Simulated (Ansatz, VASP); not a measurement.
One calculation of Al2Cu, two programs

POSCAR

```
Al2Cu
1.0
   -1.9665367913      1.9665367913      2.8669875134
    1.9665367913     -1.9665367913      2.8669875134
    1.9665367913      1.9665367913     -2.8669875134
Al Cu
2 1
Direct
    0.7500000000      0.2500000000      0.5000000000
    0.2500000000      0.7500000000      0.5000000000
    0.5000000000      0.5000000000      0.0000000000
```

Contents of INCAR.step1:

```
SYSTEM = Al2Cu
PREC = Accurate
ENCUT = 520
ISMEAR = 0
SIGMA = 0.15
LREAL = .FALSE.
LASPH = .TRUE.
NELM = 60
NBANDS = 16
GGA = PE
ALGO = Normal
EDIFF = 1E-4
LWAVE = .TRUE.
LCHARG = .FALSE.
```

INCAR.step2

```
SYSTEM = Al2Cu
PREC = Accurate
ENCUT = 520
EDIFF = 1E-7
ISMEAR = 0
SIGMA = 0.15
LREAL = .FALSE.
LASPH = .TRUE.
NELM = 60
ALGO = Normal
ISIF = 2
LWAVE = .FALSE.
LCHARG = .FALSE.
METAGGA = R2SCAN
LMIXTAU = .TRUE.
NBANDS = 16
ISTART = 1
```

The input KPOINTS:

```
Automatic mesh
0
G
  16 16 16
  0 0 0
```

Input for Ansatz:

```yaml
crystal:
  lattice:
    - [-1.9665367913, 1.9665367913, 2.8669875134]
    - [1.9665367913, -1.9665367913, 2.8669875134]
    - [1.9665367913, 1.9665367913, -2.8669875134]
  atoms:
    - { symbol: Al, position: [0.75, 0.25, 0.5] }
    - { symbol: Al, position: [0.25, 0.75, 0.5] }
    - { symbol: Cu, position: [0.5, 0.5, 0.0] }
basis:
  ecutwfc: 500
kpoints:
  mp_grid: { grid: [16, 16, 16] }
hamiltonian:
  xc: r2scan
scf:
  occupations: { method: gaussian, width: 0.15 }
output:
  forces: true
  stress: true
  eigenvalues: true
```

Change from the starting cell: strain -0.030 along x and y, +0.000 along z, atoms carried along.

Alike in both runs: task single point; functional r2SCAN; k mesh 16 × 16 × 16; occupations gaussian, width 0.15 eV; no spin polarisation.

```csv
,VASP,Ansatz
version,VASP 6.6.1,Ansatz 0.2.0
potentials or method,"VASP PAW PBE potentials, release 64 (Al, Cu), cutoff 520 eV","scalar-relativistic, plane waves, PAW"
valence electrons in the cell,17,25
```

VASP gave:

```
gap on the k mesh at the Fermi level (eV)                     : none
pressure (GPa)                                                : 7.3
traceless stress, the component that is largest in VASP (GPa) : -2.43
```

**Question.** Which values does Ansatz return?

**Answer.** gap on the k mesh at the Fermi level (eV): none; pressure (GPa): 7.5; traceless stress, the component that is largest in VASP (GPa): -2.45.

VASP's potentials were made for PBE, not for r2SCAN. A gap of «none» marks a metal or a gap that the smearing closes. VASP's potentials hold 17 valence electrons a cell and Ansatz's 25, so a difference there can come from the potentials and not from the codes.
